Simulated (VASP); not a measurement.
**GaSb: relaxation of cell and atoms with PBE**

Crystal: GaSb.

```xyz
8
Lattice="8.3702 0.0000 0.0000 0.0000 4.7659 0.0000 0.0000 0.0000 4.5127" Properties=species:S:1:pos:R:3 pbc="T T T"
Ga    6.2777    0.0000    1.6038
Ga    0.0000    2.3829    0.0000
Ga    2.0926    0.0000    2.9088
Ga    4.1851    2.3829    0.0000
Sb    6.2777    2.3829    2.9088
Sb    0.0000    0.0000    0.0000
Sb    2.0926    2.3829    1.6038
Sb    4.1851    0.0000    0.0000
```

```json
{"Program": "VASP 6.6.1", "Task": "relaxation of cell and atoms", "Functional": "PBE", "Potentials or basis": "VASP PAW PBE potentials, release 64 (Ga_d, Sb)", "Cutoff": "600 eV", "k mesh": "2 × 4 × 4", "Occupations": "gaussian, width 0.1 eV", "Spin": "no spin polarisation", "Dipole correction": "no", "Further INCAR settings": "ALGO = Normal; EDIFF = 1e-06; IBRION = 2; EDIFFG = -0.04; NSW = 90; ISIF = 3"}
```

```yaml
Relaxed_volume: 24.24 Å³/atom
Relaxed_cell: a = 9.749 Å, b = 5.769 Å, c = 3.448 Å, α = 90.00°, β = 90.00°, γ = 90.00°
Space_group_after_relaxing_to_0.05_Å: Pmma (No. 51)
Energy_gained_by_relaxing: 498.7 meV/atom
Ionic_steps: 23
Pressure_after_relaxing: -0.1 GPa
Largest_force_after_relaxing: 0.026 eV/Å
Band_gap_on_the_k_mesh: zero (band 36 reaches 8.89 eV, above the bottom of band 37 at 5.43 eV)
```

Forces on the atoms (eV/Å):
```
Ga   0.000  0.000 -0.026
Ga   0.000  0.000  0.000
Ga   0.000  0.000  0.026
Ga   0.000  0.000  0.000
Sb   0.000  0.000  0.016
Sb   0.000  0.000  0.000
Sb   0.000  0.000 -0.016
Sb   0.000  0.000  0.000
```

Stress tensor (GPa, compression positive):
```
-0.15  0.00  0.00
 0.00  0.04  0.00
 0.00  0.00 -0.26
```

The path:
| step | energy change (eV) | largest force (eV/Å) | pressure (GPa) | volume (Å³) |
| --- | --- | --- | --- | --- |
| 1 | 0.0000 | 1.4145 | 16.84 | 180.02 |
| 2 | -2.2399 | 0.4131 | -4.60 | 247.19 |
| 3 | -2.6641 | 0.6110 | -0.79 | 221.86 |
| 4 | -2.6650 | 0.5925 | -1.10 | 223.23 |
| 5 | -2.8124 | 0.5784 | -0.90 | 219.05 |
| 6 | -3.0789 | 0.6608 | 0.04 | 207.49 |
| 7 | -2.8066 | 0.9970 | 6.18 | 183.47 |
| 8 | -3.0691 | 0.7956 | 1.77 | 198.74 |
| 9 | -3.1712 | 0.6556 | 1.21 | 199.27 |
| 10 | -3.3694 | 0.3831 | -0.10 | 200.65 |
| 11 | -3.6797 | 0.0650 | -1.75 | 202.50 |
| 12 | -3.2306 | 0.2058 | -1.67 | 202.32 |
| 13 | -3.8886 | 0.1256 | -2.32 | 203.05 |
| 14 | -3.8366 | 0.2329 | 0.48 | 191.40 |
| 15 | -3.9303 | 0.1868 | -1.42 | 198.83 |
| 16 | -3.9698 | 0.1461 | -0.03 | 193.61 |
| 17 | -3.9698 | 0.1466 | -0.03 | 193.67 |
| 18 | -3.9764 | 0.1279 | 0.15 | 192.89 |
| 19 | -3.9788 | 0.1010 | 0.47 | 191.81 |
| 20 | -3.9827 | 0.0789 | 0.24 | 192.56 |
| 21 | -3.9848 | 0.0473 | -0.10 | 193.69 |
| 22 | -3.9890 | 0.0340 | -0.12 | 193.80 |
| 23 | -3.9900 | 0.0263 | -0.12 | 193.89 |

Final structure:
```
Ga Sb
1.0
     9.74897    0.00000    0.00000
     0.00000    5.76862    0.00000
     0.00000    0.00000    3.44758
Ga Sb
4 4
Direct
  0.75000 0.00000 0.50752
  0.00000 0.50000 0.00000
  0.25000 0.00000 0.49248
  0.50000 0.50000 0.00000
  0.75000 0.50000 0.49817
  0.00000 0.00000 0.00000
  0.25000 0.50000 0.50183
  0.50000 0.00000 0.00000
```

Levels at points of the mesh, in eV from the Fermi level:
```tsv
k point	band 34	band 35	band 36	band 37	band 38	band 39
(0.00, 0.00, 0.00)	-0.69	0.81	2.32	2.33	2.36	2.36
(0.50, 0.00, 0.00)	-1.29	1.23	1.23	1.85	1.85	3.25
(0.00, 0.50, 0.00)	0.36	1.77	1.78	1.87	1.88	2.76
(0.50, 0.50, 0.00)	0.48	0.48	0.48	2.15	2.15	2.16
(0.00, 0.00, 0.50)	-2.14	-2.04	-2.04	-0.95	-0.95	-0.83
(0.50, 0.00, 0.50)	-2.19	-2.17	-2.17	-0.74	-0.74	-0.73
(0.00, 0.50, 0.50)	-0.84	-0.33	-0.33	0.46	0.46	1.14
(0.50, 0.50, 0.50)	-2.49	-2.49	-2.49	2.22	2.22	2.22
```

Run time: 38 min on 1 thread of Intel(R) Xeon(R) Platinum 8488C (Sapphire Rapids), with other jobs on the host, peak memory 0.41 GiB.

Caveat: the k points lie up to 0.46 Å⁻¹ apart in the final cell; spin-orbit coupling is left out, which moves the levels of the heavy elements.
